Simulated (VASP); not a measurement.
# B6P7 in VASP: notebook

Runs on B6P7. Level: PBE. Tasks: single point.

Program: VASP 6.6.1. These are calculated values, not measurements. Logs are shortened: lines on timing, memory, paths and dates and some standing lists are left out, and cuts for length are marked.

## Step 1: The cell of the first run

The cell holds an amorphous packing of atoms, 26 atoms: a = 7.029 Å, b = 7.281 Å, c = 7.183 Å, α = 88.49°, β = 89.27°, γ = 82.55°.

## Step 2: Single point, PBE

File INCAR:

```
PREC = Accurate
ENCUT = 520
EDIFF = 1E-7
ISMEAR = -1
SIGMA = 0.05
LREAL = Auto
LASPH = T
NELM = 80
ALGO = Normal
ISIF = 2
LWAVE = F
LCHARG = T
GGA = PE
LELF = T
LVHAR = T
NBANDS = 72
ISYM = 0
```

File KPOINTS:

```
Automatic mesh
0
Gamma
  1 1 1
  0.25 0.25 0.25
```

File POSCAR:

```
B6P7
1.0
    7.0133910000      0.4643600000      0.0424130000
    0.4643600000      7.2659330000      0.0942560000
    0.0424130000      0.0942560000      7.1824730000
P B
14 12
Direct
    0.9521747715      0.1106069822      0.2142166131
    0.8558504521      0.4255889143      0.1649417277
    0.6135926235      0.2616516994      0.6371733599
    0.2039217504      0.0649856210     -0.0366795974
    0.7221597797      0.4234963734      0.9089035160
    0.4725912564      0.8336047844      0.5851512055
    0.3236750986      0.9018015709      0.2944474360
    0.1214505013      0.7101838310      0.3940344548
    0.7977111845      0.9657275401      0.7212721942
    0.2910178141      0.3636420585      0.0250502321
    0.3059788530      0.2485601044      0.5097563524
    0.2074066933      0.6380807357      0.8845776827
    0.5876268809      0.4946121323      0.3421317170
    0.8209556557      0.8174779911      0.4594797088
    0.5840397563      0.8633720819      0.8406000444
    0.4995806380      0.6993631315      0.1815807891
    0.5447533772      0.6471522011      0.8332815727
    0.5438846001      0.2590247380      0.9076913462
    0.6196852275      0.8617363407      0.0854529450
    0.4489851548      0.2917398278      0.2704890034
    0.0673814876      0.5736393264      0.1572188577
    0.7757025991      0.9525897832      0.2314568844
    0.5589526238      0.0930301132      0.1820487868
    0.4865409546      0.0362430008      0.9701093507
    0.2585969699      0.5316519135      0.5781353782
    0.4901290908      0.5542861974      0.5998799237
```

Potentials or basis: VASP PAW PBE potentials, release 64 (P, B).

Command:

```console
$ cat potpaw_PBE.64/P/POTCAR potpaw_PBE.64/B/POTCAR > POTCAR
$ mpirun -np 1 vasp_std > vasp.out
```

OUTCAR:

```text
PREC = Accurate
   ENCUT = 520
   EDIFF = 1E-7
   ISMEAR = -1
   LREAL = Auto
   LASPH = T
   NELM = 80
   ISIF = 2
   GGA = PE
   ISYM = 0

 ion  position               nearest neighbor table
   1  0.952  0.111  0.214-  22 1.80   2 2.32   4 2.51   7 2.90
   2  0.856  0.426  0.165-  21 1.95   5 2.08  13 2.27   1 2.32
   3  0.614  0.262  0.637-  18 2.00  26 2.20  11 2.37   9 2.43   5 2.48  13 2.67
   4  0.204  0.065  0.963-  24 1.97  10 2.39   1 2.51   7 2.72
   5  0.722  0.423  0.909-  18 1.84  17 1.99   2 2.08   3 2.48
   6  0.473  0.834  0.585-  26 2.02  15 2.03  17 2.23   7 2.36  14 2.59   9 2.79
   7  0.324  0.902  0.294-  16 1.98   8 2.22   6 2.36  23 2.41  19 2.54   4 2.72   1 2.90
   8  0.121  0.710  0.394-  25 2.00  21 2.06  14 2.20   7 2.22
   9  0.798  0.966  0.721-  15 1.94  14 2.19   3 2.43   6 2.79
  10  0.291  0.364  0.025-  18 2.02  20 2.11  12 2.23  21 2.26   4 2.39
  11  0.306  0.249  0.510-  20 2.02  25 2.11   3 2.37
  12  0.207  0.638  0.885-  10 2.23  21 2.25  25 2.36  17 2.40
  13  0.588  0.495  0.342-  16 1.90  20 1.96  26 2.00   2 2.27   3 2.67
  14  0.821  0.817  0.459-  22 1.90   9 2.19   8 2.20   6 2.59
  15  0.584  0.863  0.841-  17 1.64  24 1.66  19 1.78   9 1.94   6 2.03
  16  0.500  0.699  0.182-  19 1.67  13 1.90   7 1.98
  17  0.545  0.647  0.833-  15 1.64  26 1.89   5 1.99   6 2.23  12 2.40
  18  0.544  0.259  0.908-  24 1.77   5 1.84   3 2.00  10 2.02
  19  0.620  0.862  0.085-  16 1.67  24 1.68  22 1.73  15 1.78  23 1.84   7 2.54
  20  0.449  0.292  0.270-  23 1.69  13 1.96  11 2.02  10 2.11
  21  0.067  0.574  0.157-   2 1.95   8 2.06  12 2.25  10 2.26
  22  0.776  0.953  0.231-  19 1.73  23 1.76   1 1.80  14 1.90
  23  0.559  0.093  0.182-  20 1.69  24 1.69  22 1.76  19 1.84   7 2.41
  24  0.487  0.036  0.970-  15 1.66  19 1.68  23 1.69  18 1.77   4 1.97
  25  0.259  0.532  0.578-  26 1.67   8 2.00  11 2.11  12 2.36
  26  0.490  0.554  0.600-  25 1.67  17 1.89  13 2.00   6 2.02   3 2.20

IMPORTANT INFORMATION: All symmetrisations will be switched off!
NOSYMM: (Re-)initialisation of all symmetry stuff for point group C_1.

----------------------------------------------------------------------------------------

                                     Primitive cell

  volume of cell :     364.3900

  direct lattice vectors                    reciprocal lattice vectors
     7.013391000  0.464360000  0.042413000     0.143194064 -0.009142006 -0.000725600
     0.464360000  7.265933000  0.094256000    -0.009142006  0.138235665 -0.001760090
     0.042413000  0.094256000  7.182473000    -0.000725600 -0.001760090  0.139255194

  length of vectors
     7.028874902  7.281366408  7.183216651     0.143487430  0.138548812  0.139268207

  position of ions in fractional coordinates (direct lattice)
     0.952174771  0.110606982  0.214216613
[... 107 lines left out ...]
   NFREE  =      0    steps in history (QN), initial steepest desc. (CG)
   ISIF   =      2    stress and relaxation
   ISYM   =      0    0-nonsym 1-usesym 2-fastsym
   POTIM  = 0.5000    time-step for ionic-motion
   TEBEG  =    0.0;   TEEND  =   0.0 temperature during run
   PSTRESS=    0.0 pullay stress
   NELECT =     106.0000    total number of electrons
   NUPDOWN=      -1.0000    fix difference up-down
   EMIN   =  10.00;   EMAX   =-10.00  energy-range for DOS
   EFERMI =   0.00;   METHOD = LEGACY
   ISMEAR =    -1;   SIGMA  =   0.05  broadening in eV -4-tet -1-fermi 0-gaus
   EFERMI_NEDOS =   21; number of points for ismear=-14 and -15
   IALGO  =     38    algorithm
   IMIX   =      4    mixing-type and parameters
     AMIX     =   0.40;   BMIX     =  1.00
     AMIX_MAG =   1.60;   BMIX_MAG =  1.00
  volume/ion in A,a.u.               =      14.01        94.58
  Fermi-wavevector in a.u.,A,eV,Ry     =   1.084729  2.049841 16.009122  1.176637
  Thomas-Fermi vector in A             =   2.220826
   LORBIT       =      0    0 simple, 1 ext, 2 COOP (PROOUT), +10 PAW based schemes
   GGA     = PE    functional components
[... 5 lines left out ...]
 non-spin polarized calculation
  energy-cutoff  :      520.00
  volume of cell :      364.39
 maximum number of plane-waves:      9824
 NGX is ok and might be reduce to    54
   NGX = 27   NGY = 27   NGZ = 27

 number of electron     105.9999998 magnetization

 Free energy of the ion-electron system (eV)
  ---------------------------------------------------
  ext. energy  EPLUGINS =         0.00000000
  ---------------------------------------------------
  free energy    TOTEN  =      -144.03395898 eV

  energy without entropy =     -143.95900960  energy(sigma->0) =     -143.99648429

 E-fermi :   5.8263     XC(G=0): -10.0893

 val. band max:        5.7279762930   @ k =   0.2500   0.2500   0.2500
 cond. band min:       5.9243860636   @ k =   0.2500   0.2500   0.2500
 fundamental gap:      0.1964097706
 Fermi energy:         5.8262630889

 k-point     1 :       0.2500    0.2500    0.2500
  band No.  band energies     occupation
      1      -9.3513      2.00000
      2      -8.5730      2.00000
      3      -8.0172      2.00000
      4      -7.7042      2.00000
      5      -7.5547      2.00000
      6      -7.2315      2.00000
[... 57 lines left out ...]
     64       8.5289      0.00000
     65       8.6842      0.00000
 [bands above 65 left out]

------------------------ aborting loop because EDIFF is reached ----------------------------------------

  FORCE on cell =-STRESS in cart. coord.  units (eV):
  Direction    XX          YY          ZZ          XY          YZ          ZX
  --------------------------------------------------------------------------------------
  -------------------------------------------------------------------------------------
  Total        4.4327913      0.4163569      4.7041844      3.3865791     -7.4568959      1.8797554
  in kB       19.4904302      1.8306693     20.6837121     14.8903657    -32.7870408      8.2650501
  external PRESSURE =      14.0016039 kB  Pullay stress =       0.0000000 kB

 VOLUME and BASIS-vectors are now :
 -----------------------------------------------------------------------------
  energy-cutoff  :      520.00
  volume of cell :      364.39
      direct lattice vectors                 reciprocal lattice vectors
     7.013391000  0.464360000  0.042413000     0.143194064 -0.009142006 -0.000725600
     0.464360000  7.265933000  0.094256000    -0.009142006  0.138235665 -0.001760090
     0.042413000  0.094256000  7.182473000    -0.000725600 -0.001760090  0.139255194

 POSITION                                       TOTAL-FORCE (eV/Angst)
 -----------------------------------------------------------------------------------
      6.73842      1.26601      1.58942         1.926473      1.312391     -0.501852
      6.20704      3.50527      1.26110         1.596708      0.102411      1.532986
      4.45189      2.24613      4.62717        -0.712468     -0.860420      0.633972
      1.50122      0.65767      6.93380        -1.077137      1.104154     -0.046490
      5.29999      3.49811      6.59872         0.467121      1.059420     -1.505774
      3.72638      6.33152      4.30145         0.437701     -1.004832      0.654364
[... 18 lines left out ...]
      2.08504      4.03752      4.21352        -0.319216     -0.202792      0.250493
      3.72030      4.31154      4.38165        -0.040112      0.937129      0.089509
 -----------------------------------------------------------------------------------
    total drift:                               -0.005389     -0.003300      0.001691

  FREE ENERGIE OF THE ION-ELECTRON SYSTEM (eV)
  ---------------------------------------------------
  free  energy   TOTEN  =      -144.0339589823 eV

  energy  without entropy=     -143.9590095980  energy(sigma->0) =     -143.99648429
```

stdout:

```text
POSCAR found type information on POSCAR P B
 POSCAR found :  2 types and      26 ions
 scaLAPACK will be used
 LDA part: xc-table for (Slater+PW92), standard interpolation
 POSCAR, INCAR and KPOINTS ok, starting setup
 FFT: planning ... GRIDC
 FFT: planning ... GRID_SOFT
 FFT: planning ... GRID
 WAVECAR not read
 entering main loop
```

It took 2.1 min on 1 thread of Intel Xeon Platinum 8259CL at 2.50GHz (Skylake/Cascade Lake), shared host; peak memory 0.41 GiB.

Results:

- Free energy: -144.0340 eV
- Pressure: 1.4 GPa
- Largest force: 2.384 eV/Å
- Band gap on the k mesh: 0.20 eV

Forces on the atoms (eV/Å):
```
P    1.926  1.312 -0.502
P    1.597  0.102  1.533
P   -0.712 -0.860  0.634
P   -1.077  1.104 -0.046
P    0.467  1.059 -1.506
P    0.438 -1.005  0.654
P    0.804 -0.398 -0.383
P   -0.115 -1.608 -0.266
P    0.221  0.944 -0.302
P    0.327 -0.884  0.319
P    0.159  1.056  0.122
P    0.565 -0.553  0.199
P   -0.721  0.156 -0.228
P   -0.621 -0.490  0.252
B    0.323  0.144 -0.692
B   -0.218  0.717  0.654
B   -0.171 -1.478 -0.349
B   -0.967 -0.901 -0.114
B   -0.329  0.419  0.242
B   -0.574  0.390  0.514
B    0.115 -0.078 -0.310
B   -1.133 -0.497 -0.162
B    0.550 -0.465 -0.419
B   -0.493  1.079 -0.183
B   -0.319 -0.203  0.250
B   -0.040  0.937  0.090
```

Levels at points of the mesh, in eV from the valence-band top:
| k point | band 49 | band 50 | band 51 | band 52 | band 53 | band 54 | band 55 | band 56 | band 57 | band 58 |
| --- | --- | --- | --- | --- | --- | --- | --- | --- | --- | --- |
| (0.25, 0.25, 0.25) | -1.19 | -0.97 | -0.58 | -0.30 | 0.00 | 0.20 | 0.63 | 0.86 | 1.09 | 1.30 |

Caveat: the k points lie up to 0.90 Å⁻¹ apart.

## Step 3: Single point, PBE

File INCAR:

```
SYSTEM = B6P7
PREC = Accurate ; ENCUT = 520
EDIFF = 1E-6 ; ISMEAR = -1
SIGMA = 0.05 ; LREAL = Auto
LASPH = .True. ; NELM = 60
ALGO = Normal ; ISIF = 2
LWAVE = .False. ; LCHARG = .False.
GGA = PE ; ISYM = 0
NBANDS = 72
```

KPOINTS is that of step 2.

File POSCAR:

```
B6P7
1.0
    7.0133910000      0.4643600000      0.0424130000
    0.4643600000      7.2659330000      0.0942560000
    0.0424130000      0.0942560000      7.1824730000
P B
14 12
Direct
    1.0030535620      0.1015636657      0.2019209128
    0.8903923556      0.4190342717      0.1800040591
    0.5936674647      0.2234758505      0.6631622342
    0.1442082766      0.1468540596     -0.0729535888
    0.7412599624      0.4250790489      0.8824969743
    0.4503306222      0.8367083826      0.6035734965
    0.3261997300      0.8886505439      0.2856431545
    0.1216870297      0.6832252268      0.3843117560
    0.7916892255      0.9764215019      0.7354542787
    0.3127225540      0.3630394808      0.0380411940
    0.3040043148      0.2775099709      0.5095452896
    0.2012424213      0.6122146361      0.8947074082
    0.6041710993      0.4890505903      0.3459863112
    0.8139368063      0.8115658377      0.4638251405
    0.5732784373      0.8633405766      0.8409293724
    0.5219469127      0.7012173684      0.1902936108
    0.5287792305      0.6340193213      0.8335720526
    0.5549525796      0.2499090882      0.9315961738
    0.6057022853      0.8816253006      0.0934977235
    0.4587845817      0.2917026515      0.2687454369
    0.0641104645      0.5950313152      0.1337208802
    0.7877246580      0.9574963056      0.2222900751
    0.5633447698      0.0961633357      0.1526997577
    0.4316096860      0.0337224204      0.9663350768
    0.2384632839      0.5274826003      0.5907842127
    0.4688993944      0.5584135603      0.6028407961
```

Potentials or basis: VASP PAW PBE potentials, release 64 (P, B).

Command:

```console
$ cat potpaw_PBE.64/P/POTCAR potpaw_PBE.64/B/POTCAR > POTCAR
$ mpirun -np 1 vasp_std > vasp.out
```

Wall time 81 s (1 thread of Intel Xeon Platinum 8259CL at 2.50GHz (Skylake/Cascade Lake), shared host); peak memory 0.41 GiB.

Results (log left out):

```
Free energy            : -144.7932 eV
Pressure               : -0.2 GPa
Largest force          : 1.950 eV/Å
Band gap on the k mesh : 0.69 eV
```

Forces in eV/Å, atoms in the order of the input:
```
P   -0.139  0.356 -0.048
P   -0.637 -0.237 -0.988
P   -0.066  0.953  0.254
P    1.495 -0.132  0.267
P   -0.493 -0.263  0.576
P    0.161 -0.933 -0.187
P   -0.299 -0.915  0.734
P   -0.309  1.002  0.145
P    0.483 -0.832 -0.370
P   -0.234 -0.887 -0.535
P   -0.364 -1.096  0.023
P    1.105  1.088 -1.018
P   -0.453  0.354  0.418
P   -0.238  0.391 -0.810
B   -0.089 -0.443  0.417
B   -0.353  0.262  0.646
B    0.216  0.166 -0.523
B   -0.608 -0.093 -0.272
B    0.072 -1.341 -1.391
B   -0.230  0.092  0.681
B   -0.249 -0.618  1.268
B   -0.335  0.298  0.266
B    0.160  1.894  0.435
B    0.819  0.410  0.422
B    0.021 -0.188 -0.123
B    0.563  0.713 -0.288
```

Stress tensor (GPa, compression positive):
```
-3.08  1.16 -1.06
 1.16  5.26 -1.49
-1.06 -1.49 -2.74
```

Levels at points of the mesh, in eV from the valence-band top:
| k point | band 51 | band 52 | band 53 | band 54 | band 55 | band 56 |
| --- | --- | --- | --- | --- | --- | --- |
| (0.25, 0.25, 0.25) | -0.34 | -0.17 | 0.00 | 0.69 | 1.01 | 1.24 |

Caveat: the k points lie up to 0.90 Å⁻¹ apart.
